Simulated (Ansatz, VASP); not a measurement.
Ni3Hg: VASP beside Ansatz

The input INCAR:

```
PREC = Accurate
ENCUT = 690
EDIFF = 1E-6
ISMEAR = -1
SIGMA = 0.1
LREAL = False
LASPH = True
NELM = 200
ALGO = Normal
ISIF = 2
LWAVE = False
LCHARG = False
ISPIN = 2
MAGMOM = 1.5 1.5 1.5 0
LORBIT = 11
LMAXMIX = 4
GGA = PS
NBANDS = 49
GGA_COMPAT = False
```

File KPOINTS:

```
Automatic mesh
0
Gamma
  6 6 6
```

Contents of POSCAR:

```
Ni3Hg
1.0
    3.7449110000      0.0000000000      0.0000000000
    0.0000000000      3.7449110000      0.0000000000
    0.0000000000      0.0000000000      3.7449110000
Ni Hg
3 1
Direct
    0.0000000000      0.5000000000      0.5000000000
    0.5000000000      0.0000000000      0.5000000000
    0.5000000000      0.5000000000      0.0000000000
    0.0000000000      0.0000000000      0.0000000000
```

Input for Ansatz:

```yaml
crystal:
  lattice:
    - [3.744911, 0.0, 0.0]
    - [0.0, 3.744911, 0.0]
    - [0.0, 0.0, 3.744911]
  atoms:
    - { symbol: Ni, position: [0.0, 0.5, 0.5], spin: 1.5 }
    - { symbol: Ni, position: [0.5, 0.0, 0.5], spin: 1.5 }
    - { symbol: Ni, position: [0.5, 0.5, 0.0], spin: 1.5 }
    - { symbol: Hg, position: [0.0, 0.0, 0.0] }
basis:
  ecutwfc: 476.19925930478996
kpoints:
  mp_grid:
    grid: [6, 6, 6]
hamiltonian:
  xc: pbesol
magnetization:
  spin_polarized: true
scf:
  max_iter: 55
  occupations:
    method: fermi_dirac
    width: 0.1
output:
  stress: true
```

Alike in both runs: task single point; functional PBEsol; k mesh 6 × 6 × 6; occupations fermi-dirac, width 0.1 eV; collinear spin.

|  | VASP | Ansatz |
| --- | --- | --- |
| version | VASP 6.6.1 | Ansatz 0.2.0 |
| potentials or method | VASP PAW PBE potentials, release 64 (Ni_sv_GW, Hg_sv_GW), cutoff 690 eV | plane waves, PAW |
| valence electrons in the cell | 74 | 74 |

```csv
,VASP,Ansatz,Ansatz less VASP
pressure (GPa),-7.9,-7.4,+0.49
net moment per atom (μB),0.27,0.27,-0.001
```

VASP's potentials were made for PBE, not for PBEsol.

Spin-orbit coupling is off throughout.
